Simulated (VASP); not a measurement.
# Si2Ni (Fm-3m) in VASP: a series of runs

The runs below take Si2Ni through single point, with PBE.

Program: VASP 6.6.1. These are calculated values, not measurements. Logs are shortened: lines on timing, memory, paths and dates and some standing lists are left out, and cuts for length are marked.

## Step 1: The cell of the first run

The structure is cubic, space group Fm-3m (No. 225). The conventional cell has a = 5.512 Å, b = 5.512 Å, c = 5.512 Å, α = 90.00°, β = 90.00°, γ = 90.00°. Within 3.2 Å of Si (site symmetry -43m) lie 4 Ni at 2.39 Å and 6 Si at 2.76 Å. Ni (site symmetry m-3m) has 8 Si at 2.39 Å within 3.2 Å.

## Step 2: Single point, PBE, collinear spin, ferromagnetic start (13.96 Å³/atom)

INCAR reads:

```
SYSTEM = Si2Ni
PREC = Accurate
ENCUT = 520
EDIFF = 1E-6
ISMEAR = -1
SIGMA = 0.05
LREAL = .FALSE.
LASPH = .TRUE.
NELM = 150
ALGO = Normal
ISIF = 2
LWAVE = .FALSE.
LCHARG = .FALSE.
ISPIN = 2
MAGMOM = 0 0 1.5
LORBIT = 11
LMAXMIX = 4
GGA = PE
NBANDS = 20
```

KPOINTS reads:

```
Automatic mesh
0
G
  15 15 15
  0 0 0
```

POSCAR reads:

```
Si2Ni
1.0
    0.0000000000      2.7560134590      2.7560134590
    2.7560134590      0.0000000000      2.7560134590
    2.7560134590      2.7560134590      0.0000000000
Si Ni
2 1
Direct
    0.2500000000      0.2500000000      0.2500000000
    0.7500000000      0.7500000000      0.7500000000
    0.0000000000      0.0000000000      0.0000000000
```

Potentials or basis: VASP PAW PBE potentials, release 64 (Si, Ni).

Command:

```
cat potpaw_PBE.64/Si/POTCAR potpaw_PBE.64/Ni/POTCAR > POTCAR
mpirun -np 1 vasp_std > vasp.out
```

OUTCAR:

```text
SYSTEM = Si2Ni
   PREC = Accurate
   ENCUT = 520
   EDIFF = 1E-6
   ISMEAR = -1
   LREAL = .FALSE.
   LASPH = .TRUE.
   NELM = 150
   ISIF = 2
   ISPIN = 2
   LORBIT = 11
   GGA = PE

 ion  position               nearest neighbor table
   1  0.250  0.250  0.250-   3 2.39   3 2.39   3 2.39   3 2.39   2 2.76   2 2.76   2 2.76   2 2.76
                             2 2.76   2 2.76
   2  0.750  0.750  0.750-   3 2.39   3 2.39   3 2.39   3 2.39   1 2.76   1 2.76   1 2.76   1 2.76
                             1 2.76   1 2.76
   3  0.000  0.000  0.000-   2 2.39   2 2.39   2 2.39   1 2.39   2 2.39   1 2.39   1 2.39   1 2.39

  LATTYP: Found a face centered cubic cell.
 ALAT       =     5.5120269180

  Lattice vectors:

 A1 = (   0.0000000000,   2.7560134590,   2.7560134590)
 A2 = (   2.7560134590,   0.0000000000,   2.7560134590)
 A3 = (   2.7560134590,   2.7560134590,   0.0000000000)

Analysis of symmetry for initial positions (statically):
=====================================================================
 Subroutine PRICEL returns:
 Original cell was already a primitive cell.

 Routine SETGRP: Setting up the symmetry group for a
 face centered cubic supercell.

 Subroutine GETGRP returns: Found 48 space group operations
 (whereof 48 operations were pure point group operations)
 out of a pool of 48 trial point group operations.

The static configuration has the point symmetry O_h .

Analysis of symmetry for dynamics (positions and initial velocities):
=====================================================================
 Subroutine PRICEL returns:
 Original cell was already a primitive cell.

 Routine SETGRP: Setting up the symmetry group for a
 face centered cubic supercell.

 Subroutine GETGRP returns: Found 48 space group operations
 (whereof 48 operations were pure point group operations)
 out of a pool of 48 trial point group operations.

The dynamic configuration has the point symmetry O_h .

Analysis of structural, dynamic, and magnetic symmetry:
=====================================================================
 Subroutine PRICEL returns:
 Original cell was already a primitive cell.

 Routine SETGRP: Setting up the symmetry group for a
 face centered cubic supercell.

 Subroutine GETGRP returns: Found 48 space group operations
 (whereof 48 operations were pure point group operations)
 out of a pool of 48 trial point group operations.

The overall configuration has the point symmetry O_h .

 Subroutine INISYM returns: Found 48 space group operations
 (whereof 48 operations are pure point group operations),
 and found     1 'primitive' translations

----------------------------------------------------------------------------------------

                                     Primitive cell

  volume of cell :      41.8672

  direct lattice vectors                    reciprocal lattice vectors
     0.000000000  2.756013459  2.756013459    -0.181421465  0.181421465  0.181421465
     2.756013459  0.000000000  2.756013459     0.181421465 -0.181421465  0.181421465
     2.756013459  2.756013459  0.000000000     0.181421465  0.181421465 -0.181421465

  length of vectors
     3.897591612  3.897591612  3.897591612     0.314231195  0.314231195  0.314231195

  position of ions in fractional coordinates (direct lattice)
     0.250000000  0.250000000  0.250000000
     0.750000000  0.750000000  0.750000000
     0.000000000  0.000000000  0.000000000

  ion indices of the primitive-cell ions
   primitive index   ion index
                 1           1
                 2           2
                 3           3

----------------------------------------------------------------------------------------

 KPOINTS: Automatic mesh

Automatic generation of k-mesh.
 Grid dimensions read from file:
 generate k-points for:   15   15   15

 Generating k-lattice:

  Cartesian coordinates                     Fractional coordinates (reciprocal lattice)
    -0.012094764  0.012094764  0.012094764     0.066666667  0.000000000  0.000000000
     0.012094764 -0.012094764  0.012094764     0.000000000  0.066666667  0.000000000
     0.012094764  0.012094764 -0.012094764     0.000000000  0.000000000  0.066666667

  Length of vectors
     0.020948746  0.020948746  0.020948746

  Shift w.r.t. Gamma in fractional coordinates (k-lattice)
     0.000000000  0.000000000  0.000000000

 Subroutine IBZKPT returns following result:
 ===========================================

 Found    120 irreducible k-points:

 Following reciprocal coordinates:
            Coordinates               Weight
  0.000000  0.000000  0.000000      1.000000
  0.066667  0.000000  0.000000      8.000000
  0.133333  0.000000  0.000000      8.000000
  0.200000  0.000000  0.000000      8.000000
  0.266667  0.000000  0.000000      8.000000
  0.333333  0.000000  0.000000      8.000000
[... 16 lines left out ...]
  0.133333  0.133333  0.000000      6.000000
  0.200000  0.133333  0.000000     24.000000
 [... further k-points ...]
   k-points           NKPTS =    120   k-points in BZ     NKDIM =    120   number of bands    NBANDS=     20
   number of dos      NEDOS =    301   number of ions     NIONS =      3
   total plane-waves  NPLWV =  27000
   dimension x,y,z NGX =    30 NGY =   30 NGZ =   30
   dimension x,y,z NGXF=    60 NGYF=   60 NGZF=   60
   ions per type =               2   1
   NGX,Y,Z   is equivalent  to a cutoff of  12.80, 12.80, 12.80 a.u.
   NGXF,Y,Z  is equivalent  to a cutoff of  25.59, 25.59, 25.59 a.u.
 SYSTEM =  Si2Ni
   PREC   = accura    normal or accurate (medium, high low for compatibility)
   ISTART =      0    job   : 0-new  1-cont  2-samecut
   ICHARG =      2    charge: 1-file 2-atom 10-const
   ISPIN  =      2    spin polarized calculation?
   LNONCOLLINEAR =      F non collinear calculations
   LSORBIT =      F    spin-orbit coupling
   LASPH  =      T    aspherical Exc in radial PAW
   ENCUT  =  520.0 eV  38.22 Ry    6.18 a.u.   7.25  7.25  7.25*2*pi/ulx,y,z
   NELM   =    150;   NELMIN=  2; NELMDL= -5     # of ELM steps
   EDIFF  = 0.1E-05   stopping-criterion for ELM
   LREAL  =      F    real-space projection
   EDIFFG = 0.1E-04   stopping-criterion for IOM
   NSW    =      0    number of steps for IOM
   IBRION =     -1    ionic relax: 0-MD 1-quasi-New 2-CG
   NFREE  =      0    steps in history (QN), initial steepest desc. (CG)
   ISIF   =      2    stress and relaxation
   ISYM   =      2    0-nonsym 1-usesym 2-fastsym
   POTIM  = 0.5000    time-step for ionic-motion
   TEBEG  =    0.0;   TEEND  =   0.0 temperature during run
   PSTRESS=    0.0 pullay stress
   NELECT =      18.0000    total number of electrons
   NUPDOWN=      -1.0000    fix difference up-down
   EMIN   =  10.00;   EMAX   =-10.00  energy-range for DOS
   EFERMI =   0.00;   METHOD = LEGACY
   ISMEAR =    -1;   SIGMA  =   0.05  broadening in eV -4-tet -1-fermi 0-gaus
   EFERMI_NEDOS =   21; number of points for ismear=-14 and -15
   IALGO  =     38    algorithm
   IMIX   =      4    mixing-type and parameters
     AMIX     =   0.40;   BMIX     =  1.00
     AMIX_MAG =   1.60;   BMIX_MAG =  1.00
  volume/ion in A,a.u.               =      13.96        94.18
  Fermi-wavevector in a.u.,A,eV,Ry     =   1.235590  2.334926 20.771774  1.526682
  Thomas-Fermi vector in A             =   2.370233
   LORBIT       =     11    0 simple, 1 ext, 2 COOP (PROOUT), +10 PAW based schemes
   GGA     = PE    functional components
   LHFCALC =     F    Hartree Fock is set to
   AEXX    =    0.0000 exact exchange contribution
   IVDW    =     0    specifies the selected vdW correction
   LEPSILON=     F    determine dielectric tensor
   LRPA    =     F    only Hartree local field effects (RPA)
 spin polarized calculation
  energy-cutoff  :      520.00
  volume of cell :       41.87
 maximum number of plane-waves:      1143
 NGX is ok and might be reduce to    30
   NGX = 15   NGY = 15   NGZ = 15

 number of electron      18.0000008 magnetization       0.0003655

 number of electron      18.0000008 magnetization      -0.0001195

 Free energy of the ion-electron system (eV)
  ---------------------------------------------------
  ext. energy  EPLUGINS =         0.00000000
  ---------------------------------------------------
  free energy    TOTEN  =       -17.34941416 eV

  energy without entropy =      -17.34157451  energy(sigma->0) =      -17.34549434

 E-fermi :   9.5467     XC(G=0): -11.3211

 val. band max:        9.5462944266   @ k =  -0.4667   0.4000   0.0667
 cond. band min:       9.5849424152   @ k =  -0.2667   0.0667   0.0000
 fundamental gap:      0.0386479886
 Fermi energy:         9.5466838136

 spin component 1

 k-point     1 :       0.0000    0.0000    0.0000
  band No.  band energies     occupation
      1      -3.6956      1.00000
      2       4.7808      1.00000
      3       4.7808      1.00000
      4       4.7808      1.00000
      5       6.4107      1.00000
      6       6.4107      1.00000
[... 12 lines left out ...]
     19      18.5985      0.00000
[... 513 lines left out ...]
      4       4.8684      1.00000
      5       6.0839      1.00000
      6       6.4904      1.00000
[... 12 lines left out ...]
     19      20.8316      0.00000
     20      23.7804      0.00000

 [... further k-points ...]

 spin component 2

 k-point     1 :       0.0000    0.0000    0.0000
  band No.  band energies     occupation
      1      -3.6957      1.00000
      2       4.7807      1.00000
      3       4.7807      1.00000
      4       4.7807      1.00000
      5       6.4108      1.00000
      6       6.4108      1.00000
[... 12 lines left out ...]
     19      18.5985      0.00000
[... 513 lines left out ...]
      4       4.8683      1.00000
      5       6.0840      1.00000
      6       6.4905      1.00000
[... 12 lines left out ...]
     19      20.8315      0.00000
     20      23.7804      0.00000

 [... further k-points ...]

------------------------ aborting loop because EDIFF is reached ----------------------------------------

  FORCE on cell =-STRESS in cart. coord.  units (eV):
  Direction    XX          YY          ZZ          XY          YZ          ZX
  --------------------------------------------------------------------------------------
  -------------------------------------------------------------------------------------
  Total       -1.3045112     -1.3045112     -1.3045112     -0.0000000      0.0000000     -0.0000000
  in kB      -49.9211295    -49.9211295    -49.9211295     -0.0000000      0.0000000     -0.0000000
  external PRESSURE =     -49.9211295 kB  Pullay stress =       0.0000000 kB

 VOLUME and BASIS-vectors are now :
 -----------------------------------------------------------------------------
  energy-cutoff  :      520.00
  volume of cell :       41.87
      direct lattice vectors                 reciprocal lattice vectors
     0.000000000  2.756013459  2.756013459    -0.181421465  0.181421465  0.181421465
     2.756013459  0.000000000  2.756013459     0.181421465 -0.181421465  0.181421465
     2.756013459  2.756013459  0.000000000     0.181421465  0.181421465 -0.181421465

 POSITION                                       TOTAL-FORCE (eV/Angst)
 -----------------------------------------------------------------------------------
      1.37801      1.37801      1.37801         0.000000     -0.000000      0.000000
      4.13402      4.13402      4.13402        -0.000000     -0.000000     -0.000000
      0.00000      0.00000      0.00000         0.000000      0.000000      0.000000
 -----------------------------------------------------------------------------------
    total drift:                                0.000000     -0.000000     -0.000000

  FREE ENERGIE OF THE ION-ELECTRON SYSTEM (eV)
  ---------------------------------------------------
  free  energy   TOTEN  =       -17.3494141603 eV

  energy  without entropy=      -17.3415745144  energy(sigma->0) =      -17.34549434

 total charge

# of ion       s       p       d       tot
------------------------------------------
    1        0.750   0.807   0.000   1.556
    2        0.750   0.807   0.000   1.556
    3        0.530   0.719   8.416   9.665
--------------------------------------------------
tot          2.030   2.332   8.416  12.778

 magnetization (x)

# of ion       s       p       d       tot
------------------------------------------
    1       -0.000  -0.000   0.000  -0.000
    2       -0.000  -0.000   0.000  -0.000
    3       -0.000  -0.000   0.000   0.000
--------------------------------------------------
tot         -0.000  -0.000   0.000  -0.000
```

Run time: 94 s. Hardware: 1 thread of Intel Xeon 6975P-C (Granite Rapids), shared host; peak memory 0.29 GiB.

Results:

```yaml
Free_energy: -17.3494 eV
Pressure: -5.0 GPa
Band_gap_on_the_k_mesh: zero (filled and empty bands overlap)
Net_moment: 0.00 μB per cell
Valence_electrons_inside_the_program's_atomic_spheres: Si 1.56; Ni 9.66
```

Caveat: the cell stands under tension.

(Continued in part 2 of 2.)
